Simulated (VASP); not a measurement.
# BN (P6_3mc) in VASP: further runs, part 2 of 2

VASP 6.6.1.

**4. Single point, r2SCAN (strained cell)**

POSCAR

```
BN
1.0
    2.5051775940      0.0000000000      0.0000000000
   -1.2525887970      2.1695474374      0.0000000000
    0.0000000000      0.0000000000      4.2447116791
B N
2 2
Direct
    0.3333333333      0.6666666667     -0.0002650783
    0.6666666667      0.3333333333      0.4997349217
    0.3333333333      0.6666666667      0.3742650783
    0.6666666667      0.3333333333      0.8742650783
```

INCAR.step1

```
SYSTEM = BN
  PREC = Accurate
  ENCUT = 1460
  ISMEAR = 0
  SIGMA = 0.02
  LREAL = .FALSE.
  LASPH = .TRUE.
  NELM = 120
  NBANDS = 16
  GGA = PE
  ALGO = Normal
  EDIFF = 1E-5
  LWAVE = .TRUE.
  LCHARG = .FALSE.
  GGA_COMPAT = .FALSE.
```

INCAR.step2

```
SYSTEM = BN
  PREC = Accurate
  ENCUT = 1460
  EDIFF = 1E-6
  ISMEAR = 0
  SIGMA = 0.02
  LREAL = .FALSE.
  LASPH = .TRUE.
  NELM = 120
  ALGO = Normal
  ISIF = 2
  LWAVE = .FALSE.
  LCHARG = .FALSE.
  METAGGA = R2SCAN
  LMIXTAU = .TRUE.
  NBANDS = 16
  ISTART = 1
  GGA_COMPAT = .FALSE.
```

KPOINTS

```
regular mesh
0
G
  9 9 6
  0 0 0
```

Potentials or basis: VASP PAW PBE potentials, release 64 (B_h, N_h).

Started as:

```sh
cat potpaw_PBE.64/B_h/POTCAR potpaw_PBE.64/N_h/POTCAR > POTCAR
cp INCAR.step1 INCAR
mpirun -np 1 vasp_std > vasp.out
cp INCAR.step2 INCAR
mpirun -np 1 vasp_std > vasp.out
```

OUTCAR:

```text
SYSTEM = BN
   PREC = Accurate
   ENCUT = 1460
   EDIFF = 1E-6
   ISMEAR = 0
   LREAL = .FALSE.
   LASPH = .TRUE.
   NELM = 120
   ISIF = 2
   METAGGA = R2SCAN
   ISTART = 1

 ion  position               nearest neighbor table
   1  0.333  0.667  1.000-
   2  0.667  0.333  0.500-
   3  0.333  0.667  0.374-
   4  0.667  0.333  0.874-

  LATTYP: Found a hexagonal cell.
 ALAT       =     2.5051775940
 C/A-ratio  =     1.6943755562

  Lattice vectors:

 A1 = (   2.5051775940,   0.0000000000,   0.0000000000)
 A2 = (  -1.2525887970,   2.1695474374,   0.0000000000)
 A3 = (   0.0000000000,   0.0000000000,   4.2447116791)

Analysis of symmetry for initial positions (statically):
=====================================================================
 Subroutine PRICEL returns:
 Original cell was already a primitive cell.

 Routine SETGRP: Setting up the symmetry group for a
 hexagonal supercell.

[... 170 lines left out ...]

  energy without entropy =      -38.28743328  energy(sigma->0) =      -38.28743328

 E-fermi :   9.6078     XC(G=0): -13.8754

 val. band max:        9.4530128771   @ k =   0.0000   0.0000   0.0000
 cond. band min:      15.0606817031   @ k =   0.3333   0.3333   0.0000
 fundamental gap:      5.6076688260
 Fermi energy:         9.6078405883

 k-point     1 :       0.0000    0.0000    0.0000
  band No.  band energies     occupation
      1     -12.3237      2.00000
      2      -8.2026      2.00000
      3      -2.1594      2.00000
      4       7.3804      2.00000
      5       7.3804      2.00000
      6       9.0611      2.00000
[... 433 lines left out ...]
      3      -0.1106      2.00000
      4       1.1247      2.00000
      5       1.1247      2.00000
      6       3.0580      2.00000
[... 8 lines left out ...]
     15      26.9420      0.00000
     16      26.9420      0.00000

 [... further k-points ...]

------------------------ aborting loop because EDIFF is reached ----------------------------------------

  FORCE on cell =-STRESS in cart. coord.  units (eV):
  Direction    XX          YY          ZZ          XY          YZ          ZX
  --------------------------------------------------------------------------------------
  -------------------------------------------------------------------------------------
  Total        2.4565950      2.4565950     -1.1578944     -0.0000000     -0.0000000     -0.0000000
  in kB      170.6036377    170.6036377    -80.4125164     -0.0000000     -0.0000000     -0.0000000
  external PRESSURE =      86.9315864 kB  Pullay stress =       0.0000000 kB

 VOLUME and BASIS-vectors are now :
 -----------------------------------------------------------------------------
  energy-cutoff  :     1460.00
  volume of cell :       23.07
      direct lattice vectors                 reciprocal lattice vectors
     2.505177594  0.000000000  0.000000000     0.399173297  0.230462811  0.000000000
    -1.252588797  2.169547437  0.000000000     0.000000000  0.460925621  0.000000000
     0.000000000  0.000000000  4.244711679     0.000000000  0.000000000  0.235587261

 POSITION                                       TOTAL-FORCE (eV/Angst)
 -----------------------------------------------------------------------------------
     -0.00000      1.44636      4.24359        -0.000000     -0.000000      0.005663
      1.25259      0.72318      2.12123         0.000000      0.000000      0.005663
     -0.00000      1.44636      1.58865        -0.000000     -0.000000     -0.005663
      1.25259      0.72318      3.71100         0.000000     -0.000000     -0.005663
 -----------------------------------------------------------------------------------
    total drift:                               -0.000000      0.000000      0.006066

  FREE ENERGIE OF THE ION-ELECTRON SYSTEM (eV)
  ---------------------------------------------------
  free  energy   TOTEN  =       -38.2874332818 eV

  energy  without entropy=      -38.2874332818  energy(sigma->0) =      -38.28743328
```

OUTCAR.step1:

```text
SYSTEM = BN
   PREC = Accurate
   ENCUT = 1460
   ISMEAR = 0
   LREAL = .FALSE.
   LASPH = .TRUE.
   NELM = 120
[... 687 lines left out ...]
      1.25259      0.72318      2.12123         0.000000      0.000000      0.045566
     -0.00000      1.44636      1.58865        -0.000000     -0.000000     -0.045566
      1.25259      0.72318      3.71100         0.000000      0.000000     -0.045566
 -----------------------------------------------------------------------------------
    total drift:                               -0.000000      0.000000     -0.000776

  FREE ENERGIE OF THE ION-ELECTRON SYSTEM (eV)
  ---------------------------------------------------
  free  energy   TOTEN  =       -34.8121444721 eV

  energy  without entropy=      -34.8121444721  energy(sigma->0) =      -34.81214447
```

Wall time 2.1 min (1 thread of Intel Xeon Platinum 8375C at 2.90GHz (Ice Lake), shared host); peak memory 0.26 GiB.

Results:

```yaml
Free_energy: -38.2874 eV
Pressure: 8.7 GPa
Largest_force: 0.006 eV/Å
Band_gap_on_the_k_mesh: 5.61 eV (least direct gap 8.63 eV)
```

Forces on the atoms (eV/Å):
```
B    0.000  0.000  0.006
B    0.000  0.000  0.006
N    0.000  0.000 -0.006
N    0.000  0.000 -0.006
```

Stress tensor (GPa, compression positive):
```
17.06  0.00  0.00
 0.00 17.06  0.00
 0.00  0.00 -8.04
```

Caveat: the cell differs from its parent crystal (strained cell); the stress differs along the axes, from -8 to 17 GPa; the PAW data sets were made with another functional, which shifts forces and pressure a little. A k mesh can miss the band edges.

**5. Single point, r2SCAN (strained cell)**

POSCAR

```
BN
1.0
    2.5051775940      0.0000000000      0.0000000000
   -1.2525887970      2.1695474374      0.0000000000
    0.0000000000      0.0000000000      4.2138415940
B N
2 2
Direct
    0.3333333333      0.6666666667     -0.0001657249
    0.6666666667      0.3333333333      0.4998342751
    0.3333333333      0.6666666667      0.3741657249
    0.6666666667      0.3333333333      0.8741657249
```

INCAR.step1

```
SYSTEM = BN
ALGO = Normal
EDIFF = 1E-5
ENCUT = 1460
GGA = PE
GGA_COMPAT = .False.
ISMEAR = 0
LASPH = .True.
LCHARG = .False.
LREAL = .False.
LWAVE = .True.
NBANDS = 16
NELM = 120
PREC = Accurate
SIGMA = 0.02
```

INCAR.step2

```
SYSTEM = BN
ALGO = Normal
EDIFF = 1E-6
ENCUT = 1460
GGA_COMPAT = .False.
ISIF = 2
ISMEAR = 0
ISTART = 1
LASPH = .True.
LCHARG = .True.
LELF = .True.
LMIXTAU = .True.
LREAL = .False.
LVHAR = .True.
LWAVE = .False.
METAGGA = R2SCAN
NBANDS = 16
NELM = 120
PREC = Accurate
SIGMA = 0.02
```

KPOINTS

```
k-points
0
Gamma
  9 9 6
  0 0 0
```

Started as:

```sh
cat potpaw_PBE.64/B_h/POTCAR potpaw_PBE.64/N_h/POTCAR > POTCAR
cp INCAR.step1 INCAR
mpirun -np 1 vasp_std > vasp.out
cp INCAR.step2 INCAR
mpirun -np 1 vasp_std > vasp.out
```

Run time: 2.2 min. Hardware: 1 thread of Intel Xeon Platinum 8488C (Sapphire Rapids), shared host; peak memory 0.26 GiB.

It converged, with:

* Free energy: -38.2915 eV
* Pressure: 11.7 GPa
* Largest force: 0.006 eV/Å
* Band gap on the k mesh: 5.61 eV (least direct gap 8.93 eV)

Forces on the atoms (eV/Å):
```
B    0.000  0.000  0.006
B    0.000  0.000  0.006
N    0.000  0.000 -0.006
N    0.000  0.000 -0.006
```

Stress tensor (GPa, compression positive):
```
17.61  0.00  0.00
 0.00 17.61  0.00
 0.00  0.00 -0.23
```

Levels at points of the mesh, in eV from the valence-band top:
```
           k point  band 4  band 5  band 6  band 7  band 8  band 9  band 10  band 11  band 12  band 13
(0.00, 0.00, 0.00)   -2.14   -2.14   -0.37    0.00    0.00    8.93     9.38     9.38    10.94    12.23
(0.00, 0.00, 0.50)   -6.27   -1.18   -1.18   -1.18   -1.18   10.76    10.76    10.98    10.98    10.98
```

Caveat: the cell differs from its parent crystal (strained cell); the stress differs along the axes, from -0 to 18 GPa; the PAW data sets were made with another functional, which shifts forces and pressure a little. A k mesh can miss the band edges.

**6. Summary**

| task | potentials or basis | cell | cutoff (eV) | gap on the mesh (eV) | pressure (GPa) | largest force (eV/Å) |
| --- | --- | --- | --- | --- | --- | --- |
| relaxation of the atoms | VASP PAW PBE potentials, release 64 (B, N) | atoms relaxed from a = 2.505, b = 2.505, c = 4.214 Å, angles 90.0, 90.0, 120.0°, 4 atoms, atomic positions A | 520 | 5.58 | 13.4 | - |
| relaxation of the atoms | VASP PAW PBE potentials, release 64 (B, N) | atoms relaxed from a = 2.505, b = 2.505, c = 4.245 Å, angles 90.0, 90.0, 120.0°, 4 atoms, atomic positions B | 520 | 5.58 | 10.4 | - |
| single point | VASP PAW PBE potentials, release 64 (B_h, N_h) | a = 2.505, b = 2.505, c = 4.245 Å, angles 90.0, 90.0, 120.0°, 4 atoms, atomic positions B | 1460 | 5.61 | 8.7 | 0.01 |
| single point | VASP PAW PBE potentials, release 64 (B_h, N_h) | a = 2.505, b = 2.505, c = 4.214 Å, angles 90.0, 90.0, 120.0°, 4 atoms, atomic positions A | 1460 | 5.61 | 11.7 | 0.01 |

Alike in all rows: level r2SCAN; no spin polarisation; k mesh 9 × 9 × 6; smearing gaussian 0.02 eV.

Caveats: the PAW data sets were made with another functional, which shifts forces and pressure a little; the stress differs along the axes, from -8 to 17 GPa (at least some runs); the stress differs along the axes, from -0 to 18 GPa (at least some runs).

Total energies depend on the potentials used, so only differences within one code and one set of settings carry meaning.
